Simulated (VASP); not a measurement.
Set up this calculation in VASP 6.6.1, as the native input.

| Property | Result |
| --- | --- |
| Task | single point |
| Functional | BHLYP |
| Potentials or basis | VASP PAW PBE potentials, release 64 (Cl, Na_pv) |
| Cutoff | 520 eV |
| k mesh | 4 × 4 × 4 |
| Occupations | fermi-dirac, width 0.05 eV |
| Spin | no spin polarisation |
| Dipole correction | no |
| Grid for exact exchange (PRECFOCK) | Normal |
| Further INCAR settings | ALGO = Normal; EDIFF = 1e-06; NBANDS = 14 |
| Share of exact exchange | 0.5 |

Crystal: NaCl.

```
Cl Na
1.0
     0.00000    2.77531    2.77531
     2.77531    0.00000    2.77531
     2.77531    2.77531    0.00000
Cl Na
1 1
Direct
  0.50000 0.50000 0.50000
  0.00000 0.00000 0.00000
```

These files were run (other wordings do the same):

POSCAR

```
NaCl
1.0
    0.0000000000      2.7753105505      2.7753105505
    2.7753105505      0.0000000000      2.7753105505
    2.7753105505      2.7753105505      0.0000000000
Cl Na
1 1
Direct
    0.5000000000      0.5000000000      0.5000000000
    0.0000000000      0.0000000000      0.0000000000
```

INCAR.step1

```
SYSTEM = NaCl
  ALGO = Normal
  EDIFF = 1E-5
  ENCUT = 520
  GGA = PE
  ISIF = 2
  ISMEAR = -1
  LASPH = .TRUE.
  LREAL = .FALSE.
  LWAVE = .TRUE.
  NBANDS = 14
  NELM = 60
  PREC = Accurate
  SIGMA = 0.05
```

INCAR.step2

```
SYSTEM = NaCl
  AEXX = 0.5
  AGGAC = 1.0
  AGGAX = 0.5
  ALDAC = 0.0
  ALDAX = 0.5
  ALGO = Normal
  EDIFF = 1E-6
  ENCUT = 520
  GGA = B5
  ISIF = 2
  ISMEAR = -1
  ISTART = 1
  LASPH = .TRUE.
  LCHARG = .TRUE.
  LELF = .TRUE.
  LHFCALC = .TRUE.
  LREAL = .FALSE.
  LVHAR = .TRUE.
  LWAVE = .FALSE.
  NBANDS = 14
  NELM = 60
  PREC = Accurate
  PRECFOCK = Normal
  SIGMA = 0.05
```

KPOINTS

```
k-points
0
G
  4 4 4
  0 0 0
```

Potentials or basis: VASP PAW PBE potentials, release 64 (Cl, Na_pv).

Command:

```bash
$ cat potpaw_PBE.64/Cl/POTCAR potpaw_PBE.64/Na_pv/POTCAR > POTCAR
$ cp INCAR.step1 INCAR
$ mpirun -np 1 vasp_std > vasp.out
$ cp INCAR.step2 INCAR
$ mpirun -np 1 vasp_std > vasp.out
```

Results of the run:

| Item | Value |
| --- | --- |
| Pressure | 1.2 GPa |
| Band gap on the k mesh | 9.57 eV |

Caveat: the k points lie up to 0.49 Å⁻¹ apart; the PAW data sets were made with another functional, which shifts forces and pressure a little.

Wall time 6.1 min on 1 thread of Oxide Virtual Turin-like Processor, on a shared host, peak memory 0.13 GiB.
